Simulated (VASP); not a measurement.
Input of a VASP 6.6.1 run:

INCAR

```
  ALGO = Normal
  EDIFF = 1E-7
  ENCUT = 520
  GGA = PE
  ISIF = 2
  ISMEAR = 0
  LASPH = T
  LCHARG = F
  LREAL = F
  LWAVE = F
  NBANDS = 8
  NELM = 60
  PREC = Accurate
  SIGMA = 0.1
```

KPOINTS

```
k-points
0
Gamma
  6 6 6
```

File POSCAR:

```
P
1.0
    1.4759891400     -2.6300385300      0.0000000000
    1.4759891400      2.6300385300      0.0000000000
    0.0000000000      0.0000000000      2.6271564500
P
1
Direct
    0.0000000000      0.0000000000      0.0000000000
```

Potentials or basis: VASP PAW PBE potentials, release 64 (P).

Command:

```console
$ cat potpaw_PBE.64/P/POTCAR > POTCAR
$ mpirun -np 1 vasp_std > vasp.out
```

Problem. What does it give for the band gap on the k mesh?

Solution. Zero (an odd number of electrons rules out a gap without spin polarisation).

Problem. Predict the pressure.

Solution. -14.5 GPa.

Stress tensor (GPa, compression positive):
```
-14.08   0.00   0.00
  0.00 -14.85   0.00
  0.00   0.00 -14.72
```

Caveat: the k points lie up to 0.41 Å⁻¹ apart, too coarse for converged energies and pressures of a metal.
